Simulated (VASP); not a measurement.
Set up this calculation in VASP 6.6.1, as the native input.

```yaml
Task: single point
Functional: PBE
Potentials_or_basis: VASP PAW PBE potentials, release 64 (Ge_d, N)
Cutoff: 520 eV
k_mesh: 6 × 6 × 4
Occupations: gaussian, width 0.1 eV
Spin: no spin polarisation
Dipole_correction: no
Further_INCAR_settings: ALGO = Normal; EDIFF = 1e-07; NBANDS = 48
```

The structure of GeN lies in POSCAR:

```
GeN
1.0
    2.0345613700     -3.4951696700      0.0000000000
    2.0345613700      3.4951696700      0.0000000000
    0.0000000000      0.0000000000      5.4544846200
Ge N
4 4
Direct
    0.6259108200      0.3740891800      0.7500000000
    0.3740891800      0.6259108200      0.2500000000
    0.3448644700      0.3448644700      0.5000000000
    0.6551355300      0.6551355300      0.0000000000
    0.4415112000      0.9056546700      0.8403431400
    0.5584888000      0.0943453300      0.3403431400
    0.9056546700      0.4415112000      0.1596568600
    0.0943453300      0.5584888000      0.6596568600
```

The cell was generated, and may not be a known phase.

The input as run:

INCAR

```
  ALGO = Normal
  EDIFF = 1E-7
  ENCUT = 520
  GGA = PE
  ISIF = 2
  ISMEAR = 0
  LASPH = T
  LCHARG = F
  LREAL = F
  LWAVE = F
  NBANDS = 48
  NELM = 100
  PREC = Accurate
  SIGMA = 0.1
```

KPOINTS

```
k-points
0
Gamma
  6 6 4
```

Potentials or basis: VASP PAW PBE potentials, release 64 (Ge_d, N).

Launch:

```sh
$ cat potpaw_PBE.64/Ge_d/POTCAR potpaw_PBE.64/N/POTCAR > POTCAR
$ mpirun -np 1 vasp_std > vasp.out
```

It gave:

```json
{
 "Pressure": "182.1 GPa",
 "Largest force": "22.342 eV/Å",
 "Band gap on the k mesh": "zero (bands 38 and 39 overlap by 1.29 eV)"
}
```

Caveat: the stress differs along the axes, from 80 to 289 GPa; forces of over 1 eV/Å act on the atoms, so gaps and moduli don't describe the material at rest.

Wall time 100 s on 1 thread of Intel(R) Xeon(R) 6975P-C (Granite Rapids), on a shared host, peak memory 0.25 GiB.
